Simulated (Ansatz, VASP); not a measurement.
One calculation of Sr, two programs

```
Sr
1.0
     0.00000    3.11841    2.89023
     3.11841    0.00000    2.89023
     3.11841    3.11841    0.00000
Sr
1
Direct
  0.00000 0.00000 0.00000
```

Change from the starting cell: strain +0.025 along x and y, -0.050 along z, atoms carried along.

Alike in both runs: task single point; functional PBEsol; k mesh 10 × 10 × 10; occupations gaussian, width 0.03 eV; no spin polarisation.

|  | VASP | Ansatz |
| --- | --- | --- |
| version | VASP 6.6.1 | Ansatz 0.2.0 |
| potentials or method | VASP PAW PBE potentials, release 64 (Sr_sv), cutoff 520 eV | scalar-relativistic, plane waves, PAW |
| valence electrons in the cell | 10 | 10 |

```csv
,VASP,Ansatz,Ansatz less VASP
gap on the k mesh at the Fermi level (eV),none,none,-
pressure (GPa),-0.9,-0.9,0.00
```

VASP's potentials were made for PBE, not for PBEsol. A gap of «none» marks a metal or a gap that the smearing closes.
